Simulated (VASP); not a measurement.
# InP (F-43m) in VASP: a series of runs, part 2 of 2

VASP 6.6.1. The steps go on from the part before.

## 4. Relaxation of cell and atoms, PBE, target pressure 25 GPa, at which the enthalpy is minimised

This run uses another cell than the first one, of 26.45 Å³/atom.

Contents of INCAR:

```
SYSTEM = InP
PREC     = Accurate       ! precision mode
ENCUT    = 600            ! plane-wave cutoff, eV
EDIFF    = 1E-7           ! SCF threshold, eV
ISMEAR   = 0              ! smearing method
SIGMA    = 0.01           ! smearing width, eV
LREAL    = .FALSE.        ! projectors in reciprocal space
LASPH    = .TRUE.         ! aspherical terms in the spheres
NELM     = 80             ! most SCF steps
ALGO     = Normal         ! electronic algorithm
ISIF     = 3              ! what is computed and relaxed
LWAVE    = .FALSE.        ! write WAVECAR
LCHARG   = .FALSE.        ! write CHGCAR
GGA      = PE             ! functional
IBRION   = 2              ! ionic algorithm
NSW      = 80             ! ionic steps
EDIFFG   = -0.001         ! ionic threshold
PSTRESS  = 250.0
```

Contents of KPOINTS:

```
Automatic mesh
0
G
  10 10 10
  0 0 0
```

Contents of POSCAR:

```
InP
1.0
    0.0000000000      2.9796445641      2.9796445641
    2.9796445641      0.0000000000      2.9796445641
    2.9796445641      2.9796445641      0.0000000000
In P
1 1
Direct
    0.0000000000      0.0000000000      0.0000000000
    0.7500000000      0.7500000000      0.7500000000
```

Potentials or basis: VASP PAW PBE potentials, release 64 (In_d, P).

Launch:

```sh
cat potpaw_PBE.64/In_d/POTCAR potpaw_PBE.64/P/POTCAR > POTCAR
mpirun -np 1 vasp_std > vasp.out
```

OUTCAR:

```text
SYSTEM = InP
   PREC = Accurate
   ENCUT = 600
   EDIFF = 1E-7
   ISMEAR = 0
   LREAL = .FALSE.
   LASPH = .TRUE.
   NELM = 80
   ISIF = 3
   GGA = PE
   IBRION = 2
   NSW = 80
   EDIFFG = -0.001
   PSTRESS = 250.0

 ion  position               nearest neighbor table
   1  0.000  0.000  0.000-   2 2.58   2 2.58   2 2.58   2 2.58
   2  0.750  0.750  0.750-   1 2.58   1 2.58   1 2.58   1 2.58

  LATTYP: Found a face centered cubic cell.
 ALAT       =     5.9592891282

  Lattice vectors:

 A1 = (   0.0000000000,   2.9796445641,   2.9796445641)
 A2 = (   2.9796445641,   0.0000000000,   2.9796445641)
 A3 = (   2.9796445641,   2.9796445641,   0.0000000000)

Analysis of symmetry for initial positions (statically):
=====================================================================
 Subroutine PRICEL returns:
 Original cell was already a primitive cell.

 Routine SETGRP: Setting up the symmetry group for a
 face centered cubic supercell.

 Subroutine GETGRP returns: Found 24 space group operations
 (whereof 24 operations were pure point group operations)
 out of a pool of 48 trial point group operations.

The static configuration has the point symmetry T_d .

Analysis of symmetry for dynamics (positions and initial velocities):
=====================================================================
 Subroutine PRICEL returns:
 Original cell was already a primitive cell.

 Routine SETGRP: Setting up the symmetry group for a
 face centered cubic supercell.

 Subroutine GETGRP returns: Found 24 space group operations
 (whereof 24 operations were pure point group operations)
 out of a pool of 48 trial point group operations.

The dynamic configuration has the point symmetry T_d .

 Subroutine INISYM returns: Found 24 space group operations
 (whereof 24 operations are pure point group operations),
 and found     1 'primitive' translations

----------------------------------------------------------------------------------------

                                     Primitive cell
[... 91 lines left out ...]
   EDIFF  = 0.1E-06   stopping-criterion for ELM
   LREAL  =      F    real-space projection
   EDIFFG = -.1E-02   stopping-criterion for IOM
   NSW    =     80    number of steps for IOM
   IBRION =      2    ionic relax: 0-MD 1-quasi-New 2-CG
   NFREE  =      1    steps in history (QN), initial steepest desc. (CG)
   ISIF   =      3    stress and relaxation
   ISYM   =      2    0-nonsym 1-usesym 2-fastsym
   POTIM  = 0.5000    time-step for ionic-motion
   TEBEG  =    0.0;   TEEND  =   0.0 temperature during run
   PSTRESS=  250.0 pullay stress
   NELECT =      18.0000    total number of electrons
   NUPDOWN=      -1.0000    fix difference up-down
   EMIN   =  10.00;   EMAX   =-10.00  energy-range for DOS
   EFERMI =   0.00;   METHOD = LEGACY
   ISMEAR =     0;   SIGMA  =   0.01  broadening in eV -4-tet -1-fermi 0-gaus
   EFERMI_NEDOS =   21; number of points for ismear=-14 and -15
   IALGO  =     38    algorithm
   IMIX   =      4    mixing-type and parameters
     AMIX     =   0.40;   BMIX     =  1.00
     AMIX_MAG =   1.60;   BMIX_MAG =  1.00
  volume/ion in A,a.u.               =      26.45       178.52
  Fermi-wavevector in a.u.,A,eV,Ry     =   1.142855  2.159683 17.770814  1.306118
  Thomas-Fermi vector in A             =   2.279552
   LORBIT       =      0    0 simple, 1 ext, 2 COOP (PROOUT), +10 PAW based schemes
   GGA     = PE    functional components
   LHFCALC =     F    Hartree Fock is set to
   AEXX    =    0.0000 exact exchange contribution
   IVDW    =     0    specifies the selected vdW correction
   LEPSILON=     F    determine dielectric tensor
   LRPA    =     F    only Hartree local field effects (RPA)
 conjugate gradient relaxation of ions
 non-spin polarized calculation
 Gauss-broadening in eV      SIGMA  =   0.01
  energy-cutoff  :      600.00
  volume of cell :       52.91
 maximum number of plane-waves:      1807
 NGX is ok and might be reduce to    36

--------------------------------------- Ionic step        1  -------------------------------------------

 number of electron      17.9999999 magnetization

 Free energy of the ion-electron system (eV)
  ---------------------------------------------------
  ext. energy  EPLUGINS =         0.00000000
  ---------------------------------------------------
  free energy    TOTEN  =        -8.40809805 eV

  energy without entropy =       -8.40809805  energy(sigma->0) =       -8.40809805

 E-fermi :   4.7551     XC(G=0):  -9.0635

 val. band max:        4.6574731707   @ k =   0.0000   0.0000   0.0000
 cond. band min:       5.0972792784   @ k =   0.0000   0.0000   0.0000
 fundamental gap:      0.4398061076
 Fermi energy:         4.7550544004
[... 886 lines left out ...]
  energy  without entropy=       -7.8859867213  energy(sigma->0) =       -7.88598672

  enthalpy is  TOTEN    =        -1.1970677142 eV   P V=        6.6889190071

[... ionic steps 4 to 13 ...]

--------------------------------------- Ionic step       14  -------------------------------------------

 number of electron      18.0000002 magnetization

------------------------ aborting loop because EDIFF is reached ----------------------------------------
[... 71 lines left out ...]
--------------------------------------- Ionic step       16  -------------------------------------------

 number of electron      18.0000002 magnetization

 Free energy of the ion-electron system (eV)
  ---------------------------------------------------
  ext. energy  EPLUGINS =         0.00000000
  ---------------------------------------------------
  free energy    TOTEN  =        -7.69741628 eV

  energy without entropy =       -7.69741628  energy(sigma->0) =       -7.69741628

 E-fermi :   7.6239     XC(G=0): -10.1655

 val. band max:        7.5587252136   @ k =   0.0000   0.0000   0.0000
 cond. band min:       8.9257453074   @ k =   0.5000   0.5000   0.0000
 fundamental gap:      1.3670200938
 Fermi energy:         7.6239219167
[... 417 lines left out ...]
  energy  without entropy=       -7.6974162817  energy(sigma->0) =       -7.69741628

  enthalpy is  TOTEN    =        -1.2175228097 eV   P V=        6.4798934720

 reached required accuracy - stopping structural energy minimisation
```

OSZICAR:

```text
N       E                     dE             d eps       ncg     rms          rms(c)
DAV:   1     0.117243374998E+03    0.11724E+03   -0.93330E+03  1222   0.170E+03
DAV:   2    -0.102786293417E+00   -0.11735E+03   -0.11350E+03  1277   0.341E+02
DAV:   3    -0.856428138352E+01   -0.84615E+01   -0.84008E+01  1622   0.942E+01
[... 154 lines left out ...]
DAV:   4    -0.769741514902E+01   -0.36709E-06   -0.14314E-06  1267   0.133E-02    0.914E-03
DAV:   5    -0.769741588334E+01   -0.73432E-06   -0.16989E-07  1164   0.459E-03    0.326E-03
DAV:   6    -0.769741619099E+01   -0.30765E-06   -0.41322E-08   626   0.248E-03    0.103E-03
DAV:   7    -0.769741629491E+01   -0.10392E-06   -0.20482E-08   626   0.193E-03    0.186E-04
DAV:   8    -0.769741628172E+01    0.13191E-07   -0.46492E-09   616   0.128E-03
  16 F= -.12175228E+01 E0= -.12175228E+01  d E =-.282876E-03
```

Run time: 9.7 min. Hardware: 1 thread of Intel Xeon 8259CL, shared host; peak memory 0.24 GiB.

What came out:

| Item | Value |
| --- | --- |
| Free energy | -7.6974 eV |
| Relaxed volume | 20.76 Å³/atom |
| Relaxed cell | a = 3.887 Å, b = 3.887 Å, c = 3.887 Å, α = 60.00°, β = 60.00°, γ = 60.00° |
| Space group after relaxing (to 0.1 Å) | F-43m (No. 216) |
| Energy change on relaxing (the run minimises the enthalpy) | +355.3 meV/atom |
| Ionic steps | 16 |
| Pressure after relaxing | 25.0 GPa |
| Band gap on the k mesh | 1.37 eV (least direct gap 1.72 eV) |

Step by step:
| step | energy change (eV) | largest force (eV/Å) | pressure (GPa) | volume (Å³) |
| --- | --- | --- | --- | --- |
| 1 | 0.0000 | 0.0000 | -0.01 | 52.91 |
| 2 | 7.6426 | 0.0000 | 171.54 | 27.17 |
| 3 | 0.5221 | 0.0000 | 20.24 | 42.87 |
| 4 | 0.6412 | 0.0000 | 23.28 | 41.99 |
| 5 | 0.7116 | 0.0000 | 25.02 | 41.52 |
| 6 | 0.6794 | 0.0000 | 24.23 | 41.73 |
| 7 | 0.6813 | 0.0000 | 24.28 | 41.72 |
| 8 | 0.6872 | 0.0000 | 24.42 | 41.68 |
| 9 | 0.6873 | 0.0000 | 24.42 | 41.68 |
| 10 | 0.6876 | 0.0000 | 24.44 | 41.68 |
| 11 | 0.6882 | 0.0000 | 24.45 | 41.67 |
| 12 | 0.6894 | 0.0000 | 24.48 | 41.67 |
| 13 | 0.6919 | 0.0000 | 24.54 | 41.65 |
| 14 | 0.6968 | 0.0000 | 24.66 | 41.62 |
| 15 | 0.7068 | 0.0000 | 24.90 | 41.55 |
| 16 | 0.7107 | 0.0000 | 25.00 | 41.53 |

Final structure:
```xyz
2
Lattice="0.0000 2.7485 2.7485 2.7485 0.0000 2.7485 2.7485 2.7485 0.0000" Properties=species:S:1:pos:R:3 pbc="T T T"
In    2.7485    2.7485    0.0000
P     4.1228    4.1228    4.1228
```

Caveat: the cell is relaxed towards a set pressure, so the run minimises the enthalpy, not the energy; the volume moved by over 15 % at a fixed basis, so the end points are rough; spin-orbit coupling is left out, which moves the levels of the heavy elements. A k mesh can miss the band edges.

## 5. Single point, PBE

This run uses another cell than the first one: it holds 16 atoms, not 2.

Contents of INCAR:

```
SYSTEM = InP
  ALGO = Normal
  EDIFF = 1E-7
  ENCUT = 520
  GGA = PE
  ISIF = 2
  ISMEAR = 0
  LASPH = .True.
  LCHARG = .False.
  LREAL = Auto
  LWAVE = .False.
  NBANDS = 86
  NELM = 100
  PREC = Accurate
  SIGMA = 0.05
```

Contents of KPOINTS:

```
k-points
0
Gamma
  4 4 4
  0 0 0
```

Contents of POSCAR:

```
InP
1.0
   -5.9600684068     -5.9600684068      0.0000000000
   -5.9600684068      0.0000000000     -5.9600684068
    0.0000000000     -5.9600684068     -5.9600684068
In P
8 8
Direct
    0.5000000000      0.5000000000      0.5000000000
    0.0000000000      0.5000000000      0.5000000000
    0.5000000000      0.0000000000      0.5000000000
    0.0000000000      0.0000000000      0.5000000000
    0.5000000000      0.5000000000      0.0000000000
    0.0000000000      0.5000000000      0.0000000000
    0.5000000000      0.0000000000      0.0000000000
    0.0000000000      0.0000000000      0.0000000000
    0.1250000000      0.1250000000      0.1250000000
    0.6250000000      0.1250000000      0.1250000000
    0.1250000000      0.6250000000      0.1250000000
    0.6250000000      0.6250000000      0.1250000000
    0.1250000000      0.1250000000      0.6250000000
    0.6250000000      0.1250000000      0.6250000000
    0.1250000000      0.6250000000      0.6250000000
    0.6250000000      0.6250000000      0.6250000000
```

Launch:

```sh
cat potpaw_PBE.64/In_d/POTCAR potpaw_PBE.64/P/POTCAR > POTCAR
mpirun -np 1 vasp_std > vasp.out
```

Wall time 11 min (1 thread of Intel Xeon Platinum 8375C at 2.90GHz (Ice Lake), shared host); peak memory 0.64 GiB.

The run converged. Its results:

| Item | Value |
| --- | --- |
| Free energy | -67.2621 eV |
| Pressure | 0.0 GPa |
| Band gap on the k mesh | 0.44 eV |

Levels at points of the mesh, in eV from the valence-band top:
| k point | band 70 | band 71 | band 72 | band 73 | band 74 | band 75 |
| --- | --- | --- | --- | --- | --- | --- |
| (0.00, 0.00, 0.00) | 0.00 | 0.00 | 0.00 | 0.44 | 1.38 | 1.38 |
| (0.50, 0.00, 0.00) | -0.51 | -0.51 | -0.51 | 1.65 | 1.65 | 2.54 |
| (0.50, 0.50, 0.00) | -0.95 | -0.95 | -0.95 | 2.52 | 2.52 | 2.88 |

Caveat: spin-orbit coupling is left out, which moves the levels of the heavy elements.

## 6. Overview

```csv
task,cell,k mesh,cutoff (eV),smearing,gap on the mesh (eV),pressure (GPa)
single point,"a = 3.980 Å, angles 60.0°, 2 atoms, atomic positions A",8 × 8 × 8,500,gaussian 0.02 eV,1.36,15.1
single point,"a = 3.888 Å, angles 60.0°, 2 atoms, atomic positions A",10 × 10 × 10,520,gaussian 0.01 eV,1.37,24.8
relaxation of cell and atoms,"relaxed to 25 GPa from a = 4.214 Å, angles 60.0°, 2 atoms, atomic positions A",10 × 10 × 10,600,gaussian 0.01 eV,1.37,25.0
single point,"a = 8.429 Å, angles 60.0°, 16 atoms, atomic positions B",4 × 4 × 4,520,gaussian 0.05 eV,0.44,0.0
```

Alike in all rows: level PBE; potentials or basis VASP PAW PBE potentials, release 64 (In_d, P); no spin polarisation.

Caveats: spin-orbit coupling is left out, which moves the levels of the heavy elements; the cell stands under pressure (at least some runs); the cell is relaxed towards a set pressure, so the run minimises the enthalpy, not the energy (at least some runs); the volume moved by over 15 % at a fixed basis, so the end points are rough (at least some runs).

Absolute energies hang on the potentials; compare differences alone.
